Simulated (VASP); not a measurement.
Wanted: the native input for a VASP 6.6.1 run.

| Property | Result |
| --- | --- |
| Task | single point |
| Functional | PBE |
| Potentials or basis | VASP PAW PBE potentials, release 64 (Nb_sv) |
| Cutoff | 520 eV |
| k mesh | 18 × 18 × 18 |
| Occupations | gaussian, width 0.1 eV |
| Spin | no spin polarisation |
| Dipole correction | no |
| Further INCAR settings | ALGO = Fast; EDIFF = 1e-06; NBANDS = 12 |

The structure of Nb lies in POSCAR:

```
Nb
1.0
    0.0000000000      2.0212402771      2.0212402771
    2.0212402771      0.0000000000      2.0212402771
    2.0212402771      2.0212402771      0.0000000000
Nb
1
Direct
    0.0000000000      0.0000000000      0.0000000000
```

This isn't the form of Nb at room conditions, which is bcc.

These files were run (other wordings do the same):

INCAR

```
SYSTEM = Nb
ALGO = Fast
EDIFF = 1E-6
ENCUT = 520
GGA = PE
ISIF = 2
ISMEAR = 0
LASPH = .True.
LCHARG = .False.
LREAL = .False.
LWAVE = .False.
NBANDS = 12
NELM = 100
PREC = Accurate
SIGMA = 0.1
```

KPOINTS

```
k-points
0
Gamma
  18 18 18
  0 0 0
```

Potentials or basis: VASP PAW PBE potentials, release 64 (Nb_sv).

Command:

```bash
$ cat potpaw_PBE.64/Nb_sv/POTCAR > POTCAR
$ mpirun -np 1 vasp_std > vasp.out
```

Results of the run:

```json
{
  "Pressure": "25.9 GPa",
  "Band gap on the k mesh": "zero (an odd number of electrons rules out a gap without spin polarisation)"
}
```

Caveat: the cell stands under pressure.

Run time: 98 s on 1 thread of Intel Xeon 8259CL, on a shared host, peak memory 0.16 GiB.
